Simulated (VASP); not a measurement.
# CdTe (b) (F-43m) in VASP: a series of runs

CdTe (b) is run at these levels: PBEsol; tasks: single point, relaxation of cell and atoms.

Everything below comes from runs of VASP 6.6.1. Logs are shortened: lines on timing, memory, paths and dates and some standing lists are left out, and cuts for length are marked.

## (1) The cell of the first run

The structure is cubic, space group F-43m (No. 216). Conventional cell: a = 6.564 Å, b = 6.564 Å, c = 6.564 Å, α = 90.00°, β = 90.00°, γ = 90.00°. Within 3.7 Å of Cd (site symmetry -43m) lie 4 Te at 2.84 Å. Te (site symmetry -43m) has 4 Cd at 2.84 Å within 3.7 Å.

## (2) Single point, PBEsol

INCAR reads:

```
PREC     = Accurate       # precision mode
ENCUT    = 500            # plane-wave cutoff, eV
EDIFF    = 1E-6           # SCF threshold, eV
ISMEAR   = 0              # smearing method
SIGMA    = 0.1            # smearing width, eV
LREAL    = F              # projectors in reciprocal space
LASPH    = T              # aspherical terms in the spheres
NELM     = 120            # most SCF steps
ALGO     = Normal         # electronic algorithm
ISIF     = 2              # what is computed and relaxed
LWAVE    = F              # write WAVECAR
LCHARG   = F              # write CHGCAR
GGA      = PS             # functional
NBANDS   = 16             # bands
GGA_COMPAT= F
```

KPOINTS reads:

```
regular mesh
0
Gamma
  6 6 6
```

POSCAR reads:

```
CdTe
1.0
    0.0000000000      3.2821135600      3.2821135600
    3.2821135600      0.0000000000      3.2821135600
    3.2821135600      3.2821135600      0.0000000000
Cd Te
1 1
Direct
    0.0000000000      0.0000000000      0.0000000000
    0.2500000000      0.2500000000      0.2500000000
```

Potentials or basis: VASP PAW PBE potentials, release 64 (Cd, Te).

On the command line:

```sh
cat potpaw_PBE.64/Cd/POTCAR potpaw_PBE.64/Te/POTCAR > POTCAR
mpirun -np 1 vasp_std > vasp.out
```

OUTCAR:

```text
PREC = Accurate
   ENCUT = 500
   EDIFF = 1E-6
   ISMEAR = 0
   LREAL = F
   LASPH = T
   NELM = 120
   ISIF = 2
   GGA = PS

 ion  position               nearest neighbor table
   1  0.000  0.000  0.000-   2 2.84   2 2.84   2 2.84   2 2.84
   2  0.250  0.250  0.250-   1 2.84   1 2.84   1 2.84   1 2.84

  LATTYP: Found a face centered cubic cell.
 ALAT       =     6.5642271200

  Lattice vectors:

 A1 = (   0.0000000000,   3.2821135600,   3.2821135600)
 A2 = (   3.2821135600,   0.0000000000,   3.2821135600)
 A3 = (   3.2821135600,   3.2821135600,   0.0000000000)

Analysis of symmetry for initial positions (statically):
=====================================================================
 Subroutine PRICEL returns:
 Original cell was already a primitive cell.

 Routine SETGRP: Setting up the symmetry group for a
 face centered cubic supercell.

 Subroutine GETGRP returns: Found 24 space group operations
 (whereof 24 operations were pure point group operations)
 out of a pool of 48 trial point group operations.

The static configuration has the point symmetry T_d .

Analysis of symmetry for dynamics (positions and initial velocities):
=====================================================================
 Subroutine PRICEL returns:
 Original cell was already a primitive cell.

 Routine SETGRP: Setting up the symmetry group for a
 face centered cubic supercell.

 Subroutine GETGRP returns: Found 24 space group operations
 (whereof 24 operations were pure point group operations)
 out of a pool of 48 trial point group operations.

The dynamic configuration has the point symmetry T_d .

 Subroutine INISYM returns: Found 24 space group operations
 (whereof 24 operations are pure point group operations),
 and found     1 'primitive' translations

----------------------------------------------------------------------------------------

                                     Primitive cell

  volume of cell :      70.7116

  direct lattice vectors                    reciprocal lattice vectors
     0.000000000  3.282113560  3.282113560    -0.152340859  0.152340859  0.152340859
     3.282113560  0.000000000  3.282113560     0.152340859 -0.152340859  0.152340859
     3.282113560  3.282113560  0.000000000     0.152340859  0.152340859 -0.152340859

  length of vectors
     4.641609510  4.641609510  4.641609510     0.263862108  0.263862108  0.263862108

  position of ions in fractional coordinates (direct lattice)
     0.000000000  0.000000000  0.000000000
     0.250000000  0.250000000  0.250000000

  ion indices of the primitive-cell ions
   primitive index   ion index
                 1           1
                 2           2

----------------------------------------------------------------------------------------

 KPOINTS: regular mesh

Automatic generation of k-mesh.
 Grid dimensions read from file:
 generate k-points for:    6    6    6

 Generating k-lattice:

  Cartesian coordinates                     Fractional coordinates (reciprocal lattice)
    -0.025390143  0.025390143  0.025390143     0.166666667  0.000000000  0.000000000
     0.025390143 -0.025390143  0.025390143     0.000000000  0.166666667  0.000000000
     0.025390143  0.025390143 -0.025390143     0.000000000  0.000000000  0.166666667

  Length of vectors
     0.043977018  0.043977018  0.043977018

  Shift w.r.t. Gamma in fractional coordinates (k-lattice)
     0.000000000  0.000000000  0.000000000

 Subroutine IBZKPT returns following result:
 ===========================================

 Found     16 irreducible k-points:

 Following reciprocal coordinates:
            Coordinates               Weight
  0.000000  0.000000  0.000000      1.000000
  0.166667  0.000000  0.000000      8.000000
  0.333333  0.000000  0.000000      8.000000
  0.500000  0.000000  0.000000      4.000000
  0.166667  0.166667  0.000000      6.000000
  0.333333  0.166667  0.000000     24.000000
[... 8 lines left out ...]
 -0.333333  0.333333  0.166667     24.000000
 -0.333333  0.500000  0.166667     12.000000
   k-points           NKPTS =     16   k-points in BZ     NKDIM =     16   number of bands    NBANDS=     16
   number of dos      NEDOS =    301   number of ions     NIONS =      2
   total plane-waves  NPLWV =  46656
   dimension x,y,z NGX =    36 NGY =   36 NGZ =   36
   dimension x,y,z NGXF=    72 NGYF=   72 NGZF=   72
   ions per type =               1   1
   NGX,Y,Z   is equivalent  to a cutoff of  12.89, 12.89, 12.89 a.u.
   NGXF,Y,Z  is equivalent  to a cutoff of  25.79, 25.79, 25.79 a.u.
 SYSTEM =  unknown system
   PREC   = accura    normal or accurate (medium, high low for compatibility)
   ISTART =      0    job   : 0-new  1-cont  2-samecut
   ICHARG =      2    charge: 1-file 2-atom 10-const
   ISPIN  =      1    spin polarized calculation?
   LNONCOLLINEAR =      F non collinear calculations
   LSORBIT =      F    spin-orbit coupling
   LASPH  =      T    aspherical Exc in radial PAW
   ENCUT  =  500.0 eV  36.75 Ry    6.06 a.u.   8.46  8.46  8.46*2*pi/ulx,y,z
   NELM   =    120;   NELMIN=  2; NELMDL= -5     # of ELM steps
   EDIFF  = 0.1E-05   stopping-criterion for ELM
   LREAL  =      F    real-space projection
   EDIFFG = 0.1E-04   stopping-criterion for IOM
   NSW    =      0    number of steps for IOM
   IBRION =     -1    ionic relax: 0-MD 1-quasi-New 2-CG
   NFREE  =      0    steps in history (QN), initial steepest desc. (CG)
   ISIF   =      2    stress and relaxation
   ISYM   =      2    0-nonsym 1-usesym 2-fastsym
   POTIM  = 0.5000    time-step for ionic-motion
   TEBEG  =    0.0;   TEEND  =   0.0 temperature during run
   PSTRESS=    0.0 pullay stress
   NELECT =      18.0000    total number of electrons
   NUPDOWN=      -1.0000    fix difference up-down
   EMIN   =  10.00;   EMAX   =-10.00  energy-range for DOS
   EFERMI =   0.00;   METHOD = LEGACY
   ISMEAR =     0;   SIGMA  =   0.10  broadening in eV -4-tet -1-fermi 0-gaus
   EFERMI_NEDOS =   21; number of points for ismear=-14 and -15
   IALGO  =     38    algorithm
   IMIX   =      4    mixing-type and parameters
     AMIX     =   0.40;   BMIX     =  1.00
     AMIX_MAG =   1.60;   BMIX_MAG =  1.00
  volume/ion in A,a.u.               =      35.36       238.59
  Fermi-wavevector in a.u.,A,eV,Ry     =   1.037533  1.960654 14.646338  1.076475
  Thomas-Fermi vector in A             =   2.171976
   LORBIT       =      0    0 simple, 1 ext, 2 COOP (PROOUT), +10 PAW based schemes
   GGA     = PS    functional components
   LHFCALC =     F    Hartree Fock is set to
   AEXX    =    0.0000 exact exchange contribution
   IVDW    =     0    specifies the selected vdW correction
   LEPSILON=     F    determine dielectric tensor
   LRPA    =     F    only Hartree local field effects (RPA)
 non-spin polarized calculation
 Gauss-broadening in eV      SIGMA  =   0.10
  energy-cutoff  :      500.00
  volume of cell :       70.71
 maximum number of plane-waves:      1820
 NGX is ok and might be reduce to    36
   NGX = 17   NGY = 17   NGZ = 17

 number of electron      18.0000006 magnetization

 Free energy of the ion-electron system (eV)
  ---------------------------------------------------
  ext. energy  EPLUGINS =         0.00000000
  ---------------------------------------------------
  free energy    TOTEN  =        -5.47592008 eV

  energy without entropy =       -5.47591959  energy(sigma->0) =       -5.47591983

 E-fermi :   2.1590     XC(G=0):  -8.6108

 val. band max:        1.8754710350   @ k =   0.0000   0.0000   0.0000
 cond. band min:       2.4235831577   @ k =   0.0000   0.0000   0.0000
 fundamental gap:      0.5481121227
 Fermi energy:         2.1589835499

 k-point     1 :       0.0000    0.0000    0.0000
  band No.  band energies     occupation
      1      -9.1237      2.00000
      2      -6.2577      2.00000
      3      -6.2577      2.00000
      4      -6.2577      2.00000
      5      -6.0205      2.00000
      6      -6.0205      2.00000
[... 8 lines left out ...]
     15      11.1497      0.00000
     16      11.1497      0.00000

 k-point     2 :       0.1667    0.0000    0.0000
  band No.  band energies     occupation
      1      -9.0308      2.00000
      2      -6.2408      2.00000
      3      -6.2408      2.00000
      4      -6.1796      2.00000
      5      -6.0216      2.00000
      6      -6.0216      2.00000
[... 8 lines left out ...]
     15      10.2732      0.00000
     16      10.2732      0.00000

 k-point     3 :       0.3333    0.0000    0.0000
  band No.  band energies     occupation
      1      -8.8445      2.00000
      2      -6.2116      2.00000
      3      -6.2116      2.00000
      4      -6.0179      2.00000
      5      -6.0179      2.00000
      6      -5.9242      2.00000
[... 8 lines left out ...]
     15      10.6568      0.00000
     16      10.6568      0.00000

 k-point     4 :       0.5000    0.0000    0.0000
  band No.  band energies     occupation
      1      -8.7529      2.00000
      2      -6.2003      2.00000
      3      -6.2003      2.00000
      4      -6.0124      2.00000
      5      -6.0124      2.00000
      6      -5.7041      2.00000
[... 8 lines left out ...]
     15      12.0389      0.00000
     16      12.0389      0.00000
[... 172 lines left out ...]
 k-point    14 :       0.5000    0.3333    0.1667
  band No.  band energies     occupation
      1      -8.7265      2.00000
      2      -6.1713      2.00000
      3      -6.1638      2.00000
      4      -6.0570      2.00000
      5      -6.0089      2.00000
      6      -5.7319      2.00000
[... 8 lines left out ...]
     15      11.9542      0.00000
     16      13.0804      0.00000

 k-point    15 :      -0.3333    0.3333    0.1667
  band No.  band energies     occupation
      1      -8.6688      2.00000
      2      -6.1641      2.00000
      3      -6.1507      2.00000
      4      -6.0425      2.00000
      5      -6.0173      2.00000
      6      -5.5672      2.00000
[... 8 lines left out ...]
     15      12.1563      0.00000
     16      12.8931      0.00000

 k-point    16 :      -0.3333    0.5000    0.1667
  band No.  band energies     occupation
      1      -8.6406      2.00000
      2      -6.1386      2.00000
      3      -6.1373      2.00000
      4      -6.0635      2.00000
      5      -6.0085      2.00000
      6      -5.5252      2.00000
[... 8 lines left out ...]
     15      12.7624      0.00000
     16      13.0137      0.00000

------------------------ aborting loop because EDIFF is reached ----------------------------------------

  FORCE on cell =-STRESS in cart. coord.  units (eV):
  Direction    XX          YY          ZZ          XY          YZ          ZX
  --------------------------------------------------------------------------------------
  -------------------------------------------------------------------------------------
  Total       -0.5103935     -0.5103935     -0.5103935     -0.0000000      0.0000000      0.0000000
  in kB      -11.5644477    -11.5644477    -11.5644477     -0.0000000      0.0000000      0.0000000
  external PRESSURE =     -11.5644477 kB  Pullay stress =       0.0000000 kB

 VOLUME and BASIS-vectors are now :
 -----------------------------------------------------------------------------
  energy-cutoff  :      500.00
  volume of cell :       70.71
      direct lattice vectors                 reciprocal lattice vectors
     0.000000000  3.282113560  3.282113560    -0.152340859  0.152340859  0.152340859
     3.282113560  0.000000000  3.282113560     0.152340859 -0.152340859  0.152340859
     3.282113560  3.282113560  0.000000000     0.152340859  0.152340859 -0.152340859

 POSITION                                       TOTAL-FORCE (eV/Angst)
 -----------------------------------------------------------------------------------
      0.00000      0.00000      0.00000         0.000000      0.000000      0.000000
      1.64106      1.64106      1.64106        -0.000000     -0.000000     -0.000000
 -----------------------------------------------------------------------------------
    total drift:                                0.000000      0.000000      0.000000

  FREE ENERGIE OF THE ION-ELECTRON SYSTEM (eV)
  ---------------------------------------------------
  free  energy   TOTEN  =        -5.4759200771 eV

  energy  without entropy=       -5.4759195862  energy(sigma->0) =       -5.47591983
```

Wall time 14 s (1 thread of Intel Xeon Platinum 8488C (Sapphire Rapids), shared host); peak memory 0.2 GiB.

Results:

- Free energy: -5.4759 eV
- Pressure: -1.2 GPa
- Band gap on the k mesh: 0.55 eV, direct

Levels at points of the mesh, in eV from the valence-band top:
| k point | band 6 | band 7 | band 8 | band 9 | band 10 | band 11 | band 12 | band 13 |
| --- | --- | --- | --- | --- | --- | --- | --- | --- |
| (0.00, 0.00, 0.00) | -7.90 | 0.00 | 0.00 | 0.00 | 0.55 | 4.57 | 4.57 | 4.57 |
| (0.50, 0.00, 0.00) | -7.58 | -4.26 | -0.73 | -0.73 | 1.69 | 5.14 | 5.14 | 6.90 |
| (0.50, 0.50, 0.00) | -7.46 | -4.17 | -1.76 | -1.76 | 2.57 | 2.60 | 8.52 | 8.88 |

Caveat: the PAW data sets were made with another functional, which shifts forces and pressure a little; spin-orbit coupling is left out, which moves the levels of the heavy elements.

[end of part 1 of 2]
